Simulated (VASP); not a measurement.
Input of a VASP 6.6.1 run:

INCAR

```
ALGO = Normal
EDIFF = 1E-6
ENCUT = 500
GGA = PE
GGA_COMPAT = F
ISIF = 2
ISMEAR = 0
LASPH = T
LCHARG = F
LMAXMIX = 6
LREAL = F
LWAVE = F
NBANDS = 34
NELM = 200
PREC = Accurate
SIGMA = 0.1
```

Contents of KPOINTS:

```
k-points
0
Gamma
  10 10 4
```

POSCAR

```
HoNb2As3
1.0
    3.9377467224      0.0000000000      0.0000000000
    0.0000000000      3.9377467224      0.0000000000
    0.0000000000      0.0000000000      9.3380965494
Ho Nb As
1 2 3
Direct
    0.0000000000      0.0000000000      0.1693414722
    0.5000000000      0.0000000000      0.6750564464
    0.0000000000      0.5000000000      0.6750564464
    0.0000000000      0.0000000000      0.8716145796
    0.5000000000      0.0000000000      0.3939267478
    0.0000000000      0.5000000000      0.3939267478
```

Potentials or basis: VASP PAW PBE potentials, release 64 (Ho_3, Nb_sv, As), 4f in core.

Launch:

```sh
$ cat potpaw_PBE.64/Ho_3/POTCAR potpaw_PBE.64/Nb_sv/POTCAR potpaw_PBE.64/As/POTCAR > POTCAR
$ mpirun -np 1 vasp_std > vasp.out
```

(1) Predict the largest force.

(2) Estimate the pressure.

Answers

(1) 0.026 eV/Å.

(2) 0.1 GPa.
